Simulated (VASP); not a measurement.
Wanted: the native input for a VASP 6.6.1 run.

```
Task                   : single point
Functional             : PBEsol
Potentials or basis    : VASP PAW PBE potentials, release 64 (Ge_d, Fe)
Cutoff                 : 520 eV
k mesh                 : 8 × 8 × 8
Occupations            : fermi-dirac, width 0.05 eV
Spin                   : collinear spin, ferromagnetic start
Starting moments       : [0.0, 3.0, 3.0, 3.0] μB
Dipole correction      : no
Further INCAR settings : ALGO = Normal; EDIFF = 1e-06; NBANDS = 31
```

The structure of Fe3Ge lies in POSCAR:

```
Fe3Ge
1.0
    0.0000000000      2.8562856173      2.8562856173
    2.8562856173      0.0000000000      2.8562856173
    2.8562856173      2.8562856173      0.0000000000
Ge Fe
1 3
Direct
    0.0000000000      0.0000000000      0.0000000000
    0.7500000000      0.7500000000      0.7500000000
    0.2500000000      0.2500000000      0.2500000000
    0.5000000000      0.5000000000      0.5000000000
```

This cell differs from its parent crystal: volume scaled by 0.98.

One way to write it, as run:

INCAR

```
PREC = Accurate
ENCUT = 520
EDIFF = 1E-6
ISMEAR = -1
SIGMA = 0.05
LREAL = F
LASPH = T
NELM = 150
ALGO = Normal
ISIF = 2
LWAVE = F
LCHARG = F
ISPIN = 2
MAGMOM = 0 3 3 3
LORBIT = 11
LMAXMIX = 4
GGA = PS
NBANDS = 31
```

KPOINTS

```
Automatic mesh
0
Gamma
  8 8 8
```

Potentials or basis: VASP PAW PBE potentials, release 64 (Ge_d, Fe).

Command:

```sh
$ cat potpaw_PBE.64/Ge_d/POTCAR potpaw_PBE.64/Fe/POTCAR > POTCAR
$ mpirun -np 1 vasp_std > vasp.out
```

Results of the run:

```json
{
 "Pressure": "-8.2 GPa",
 "Net moment": "5.30 μB per cell",
 "Site moments": "Ge -0.07; Fe +1.41, +2.54 μB",
 "Valence electrons inside the program's atomic spheres": "Ge 12.51; Fe 7.38, 7.23"
}
```

Caveat: the PAW data sets were made with another functional, which shifts forces and pressure a little.

Run time: 56 s on 1 thread of AMD EPYC 9R45 96-Core Processor (Zen 5), with other jobs on the host, peak memory 0.19 GiB.
